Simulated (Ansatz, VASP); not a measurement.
SnO: VASP beside Ansatz

The input INCAR:

```
PREC     = Accurate       # precision mode
ENCUT    = 520            # plane-wave cutoff, eV
EDIFF    = 1E-7           # SCF threshold, eV
ISMEAR   = 0              # smearing method
SIGMA    = 0.15           # smearing width, eV
LREAL    = F              # projectors in reciprocal space
LASPH    = T              # aspherical terms in the spheres
NELM     = 60             # most SCF steps
ALGO     = Normal         # electronic algorithm
ISIF     = 2              # what is computed and relaxed
LWAVE    = F              # write WAVECAR
LCHARG   = F              # write CHGCAR
NBANDS   = 28             # bands
```

KPOINTS

```
regular mesh
0
Gamma
  10 10 8
```

The input POSCAR:

```
SnO
1.0
    3.6528000000      0.0000000000      0.0000000000
    0.0000000000      3.6528000000      0.0000000000
    0.0000000000      0.0000000000      4.5398000000
Sn O
2 2
Direct
    0.0000000000      0.5000000000      0.2455950842
    0.5000000000      0.0000000000      0.7544049158
    0.0000000000      0.0000000000      0.0000000000
    0.5000000000      0.5000000000      0.0000000000
```

Input for Ansatz:

```yaml
crystal:
  lattice:
    - [3.6528, 0.0, 0.0]
    - [0.0, 3.6528, 0.0]
    - [0.0, 0.0, 4.5398]
  atoms:
    - { symbol: Sn, position: [0.0, 0.5, 0.2455950842] }
    - { symbol: Sn, position: [0.5, 0.0, 0.7544049158] }
    - { symbol: O, position: [0.0, 0.0, 0.0] }
    - { symbol: O, position: [0.5, 0.5, 0.0] }
basis:
  ecutwfc: 520.0
kpoints:
  mp_grid: { grid: [10, 10, 8] }
hamiltonian:
  xc: lda
  pseudopotentials: { kind: paw, azcp: { folder: soft_1 } }
scf:
  occupations: { method: gaussian, width: 0.15 }
output:
  forces: true
  stress: true
  eigenvalues: true
```

Alike in both runs: task single point; functional LDA; k mesh 10 × 10 × 8; occupations gaussian, width 0.15 eV; no spin polarisation.

```csv
,VASP,Ansatz
version,VASP 6.6.1,Ansatz 0.2.0
potentials or method,"VASP PAW LDA potentials, release 64 (Sn_d, O), cutoff 520 eV","scalar-relativistic, plane waves, PAW"
valence electrons in the cell,40,40
```

VASP gave:

| Quantity | Value |
| --- | --- |
| gap on the k mesh at the Fermi level (eV) | none |
| pressure (GPa) | 11.9 |
| traceless stress, the component that is largest in VASP (GPa) | -1.88 |
| rms of the force components (eV/Å) | 0.636 |

Problem. Which values does Ansatz return?

Solution. gap on the k mesh at the Fermi level (eV): none; pressure (GPa): 11.1; traceless stress, the component that is largest in VASP (GPa): -1.85; rms of the force components (eV/Å): 0.564.

Ansatz warns that its potentials were made for another functional, while VASP's fit it. LDA's correlation is that of Perdew and Zunger in VASP and of Perdew and Wang (1992) in Ansatz. Atom by atom the forces differ by 0.073 eV/Å (rms over components). A gap of «none» marks a metal or a gap that the smearing closes.
